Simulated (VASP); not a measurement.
A run of VASP 6.6.1:

File POSCAR:

```
Pt
1.0
    2.8384714500      0.0000000000      0.0000000000
   -1.4192357250      2.4581883836      0.0000000000
    0.0000000000      0.0000000000      4.5330186417
Pt
2
Direct
    0.6666666667      0.3333333333      0.7500000000
    0.3333333333      0.6666666667      0.2500000000
```

File INCAR.step1:

```
SYSTEM = Pt
PREC = Accurate
ENCUT = 520
ISMEAR = 0
SIGMA = 0.15
LREAL = .FALSE.
LASPH = .TRUE.
NELM = 80
NBANDS = 17
GGA = PE
ALGO = Normal
EDIFF = 1E-4
LWAVE = .TRUE.
LCHARG = .FALSE.
```

Contents of INCAR.step2:

```
SYSTEM = Pt
PREC = Accurate
ENCUT = 520
EDIFF = 1E-7
ISMEAR = 0
SIGMA = 0.15
LREAL = .FALSE.
LASPH = .TRUE.
NELM = 80
ALGO = Normal
ISIF = 2
LWAVE = .FALSE.
LCHARG = .FALSE.
METAGGA = R2SCAN
LMIXTAU = .TRUE.
NBANDS = 17
ISTART = 1
```

File KPOINTS:

```
regular mesh
0
G
  24 24 12
  0 0 0
```

Potentials or basis: VASP PAW PBE potentials, release 64 (Pt).

Run with:

```sh
$ cat potpaw_PBE.64/Pt/POTCAR > POTCAR
$ cp INCAR.step1 INCAR
$ mpirun -np 1 vasp_std > vasp.out
$ cp INCAR.step2 INCAR
$ mpirun -np 1 vasp_std > vasp.out
```

Hardware: 1 thread of Intel Xeon 8259CL (shared host).

Question: How long does it take, and how much memory?

Answer: Run time: 17 min on 1 thread of Intel Xeon 8259CL (shared host), peak memory 0.32 GiB. Counts: k points 427.
